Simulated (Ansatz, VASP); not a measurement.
# Mo4N in VASP and in Ansatz

```xyz
5
Lattice="4.1180 0.0000 0.0000 0.0000 4.1180 0.0000 0.0000 0.0000 4.1180" Properties=species:S:1:pos:R:3 pbc="T T T"
Mo    2.0590    0.0000    0.0000
Mo    0.0000    2.0590    0.0000
Mo    0.0000    0.0000    2.0590
Mo    2.0590    2.0590    2.0590
N     0.0000    0.0000    0.0000
```

Change from the starting cell: species swapped into the Co4N type (Pm-3m, No. 221).

Alike in both runs: functional PBE; k mesh 4 × 4 × 4; occupations gaussian, width 0.1 eV; collinear spin.

Ansatz relaxed the structure, and its values are those at the end. VASP's run is a single point on that final structure, the one shown.

```csv
,VASP,Ansatz
version,VASP 6.6.1,Ansatz 0.2.0
potentials or method,"VASP PAW PBE potentials, release 64 (Mo_sv, N), cutoff 520 eV","scalar-relativistic, plane waves, PAW"
valence electrons in the cell,61,61
```

|  | VASP | Ansatz | Ansatz less VASP |
| --- | --- | --- | --- |
| gap on the k mesh at the Fermi level (eV) | none | none | - |
| pressure (GPa) | 0.4 | -0.1 | -0.49 |
| net moment per atom (μB) | 0.00 | 0.00 | 0.000 |

A gap of «none» marks a metal or a gap that the smearing closes. The functional is the same, so the differences come from potentials, cutoffs and numerics. Ansatz's warnings: seeded moment not kept.

The k mesh is coarse, so the values compare programs but aren't converged.
